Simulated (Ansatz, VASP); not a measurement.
**LiCl in VASP and in Ansatz**

The input POSCAR:

```
LiCl
1.0
    0.0000000000      2.6417028000      2.6417028000
    2.6417028000      0.0000000000      2.6417028000
    2.6417028000      2.6417028000      0.0000000000
Li Cl
1 1
Direct
    0.0000000000      0.0000000000      0.0000000000
    0.5000000000      0.5000000000      0.5000000000
```

File INCAR.step1:

```
SYSTEM = LiCl
ALGO = Normal ; EDIFF = 1E-4
ENCUT = 520 ; GGA = PE
ISMEAR = 0 ; LASPH = .TRUE.
LCHARG = .FALSE. ; LREAL = .FALSE.
LWAVE = .TRUE. ; NBANDS = 12
NELM = 80 ; PREC = Accurate
SIGMA = 0.05
```

Contents of INCAR.step2:

```
SYSTEM = LiCl
ALGO = Normal ; EDIFF = 1E-6
ENCUT = 520 ; ISIF = 2
ISMEAR = 0 ; ISTART = 1
LASPH = .TRUE. ; LCHARG = .TRUE.
LELF = .TRUE. ; LMIXTAU = .TRUE.
LREAL = .FALSE. ; LVHAR = .TRUE.
LWAVE = .FALSE. ; METAGGA = R2SCAN
NBANDS = 12 ; NELM = 80
PREC = Accurate ; SIGMA = 0.05
```

Contents of KPOINTS:

```
k-points
0
G
  8 8 8
  0 0 0
```

Input for Ansatz:

```yaml
crystal:
  lattice:
    - [0.0, 2.6417028, 2.6417028]
    - [2.6417028, 0.0, 2.6417028]
    - [2.6417028, 2.6417028, 0.0]
  atoms:
    - { symbol: Li, position: [0.0, 0.0, 0.0] }
    - { symbol: Cl, position: [0.5, 0.5, 0.5] }
basis:
  ecutwfc: 500
kpoints:
  mp_grid: { grid: [8, 8, 8] }
hamiltonian:
  xc: r2scan
scf:
  occupations: { method: gaussian, width: 0.05 }
output:
  forces: true
  stress: true
  eigenvalues: true
```

Change from the starting cell: strain +0.030 along x and y, +0.030 along z, atoms carried along.

Alike in both runs: task single point; functional r2SCAN; k mesh 8 × 8 × 8; occupations gaussian, width 0.05 eV; no spin polarisation.

|  | VASP | Ansatz |
| --- | --- | --- |
| version | VASP 6.6.1 | Ansatz 0.2.0 |
| potentials or method | VASP PAW PBE potentials, release 64 (Li_sv, Cl), cutoff 520 eV | scalar-relativistic, plane waves, PAW |
| valence electrons in the cell | 10 | 10 |

```tsv
	VASP	Ansatz	Ansatz less VASP
gap on the k mesh at the Fermi level (eV)	6.79	6.71	-0.079
least direct gap on the mesh (eV)	6.79	6.71	-0.079
```

VASP's potentials were made for PBE, not for r2SCAN. With one functional, cell and mesh, what is left measures potentials, basis and numerics.

Noted on VASP's run: the cutoff is under 1.25 times that of the potentials, so the pressure is a little rough.
